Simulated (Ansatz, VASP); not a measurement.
# Two plane-wave programs on AlB3P4

```
CELL_PARAMETERS angstrom
4.91740 0.00000 0.00000
0.00000 4.91740 0.00000
0.00000 0.00000 4.91740
ATOMIC_POSITIONS crystal
Al 0.50000 0.50000 0.50000
B 0.00000 0.00000 0.50000
B 0.00000 0.50000 0.00000
B 0.50000 0.00000 0.00000
P 0.25000 0.25000 0.25000
P 0.25000 0.75000 0.75000
P 0.75000 0.25000 0.75000
P 0.75000 0.75000 0.25000
```

Alike in both runs: task single point; functional PBE; k mesh 4 × 4 × 4; occupations gaussian, width 0.1 eV; no spin polarisation.

```csv
,VASP,Ansatz
version,VASP 6.6.1,Ansatz 0.2.0
potentials or method,"VASP PAW PBE potentials, release 64 (Al, B, P), cutoff 520 eV","scalar-relativistic, plane waves, PAW"
valence electrons in the cell,32,32
```

|  | VASP | Ansatz | Ansatz less VASP |
| --- | --- | --- | --- |
| gap on the k mesh at the Fermi level (eV) | 1.22 | 1.22 | +0.003 |
| least direct gap on the mesh (eV) | 1.22 | 1.22 | +0.003 |
| pressure (GPa) | -3.0 | -2.9 | +0.13 |

The functional is the same, so the differences come from potentials, cutoffs and numerics.
